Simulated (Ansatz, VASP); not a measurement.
# CsCdCl3 in VASP and in Ansatz

```
Cs Cd Cl
1.0
     5.13962    0.00000    0.00000
     0.00000    5.13962    0.00000
     0.00000    0.00000    5.00993
Cs Cd Cl
1 1 3
Direct
  0.00000 0.00000 0.00000
  0.50000 0.50000 0.50000
  0.00000 0.50000 0.50000
  0.50000 0.00000 0.50000
  0.50000 0.50000 0.00000
```

Alike in both runs: task single point; functional LDA; k mesh 6 × 6 × 6; occupations gaussian, width 0.02 eV; no spin polarisation.

|  | VASP | Ansatz |
| --- | --- | --- |
| version | VASP 6.6.1 | Ansatz 0.2.0 |
| potentials or method | VASP PAW LDA potentials, release 64 (Cs_sv, Cd, Cl), cutoff 520 eV | scalar-relativistic, plane waves, PAW |
| valence electrons in the cell | 42 | 50 |

Ansatz gave:

```
gap on the k mesh at the Fermi level (eV)                     : 1.55
least direct gap on the mesh (eV)                             : 2.36
pressure (GPa)                                                : 0.5
traceless stress, the component that is largest in VASP (GPa) : 0.96
```

Task: Estimate VASP's values.

Result: gap on the k mesh at the Fermi level (eV): 1.57; least direct gap on the mesh (eV): 2.39; pressure (GPa): 0.8; traceless stress, the component that is largest in VASP (GPa): 1.01.

LDA's correlation is that of Perdew and Zunger in VASP and of Perdew and Wang (1992) in Ansatz. VASP's potentials hold 42 valence electrons a cell and Ansatz's 50, so a difference there can come from the potentials and not from the codes.

Spin-orbit coupling is off throughout.
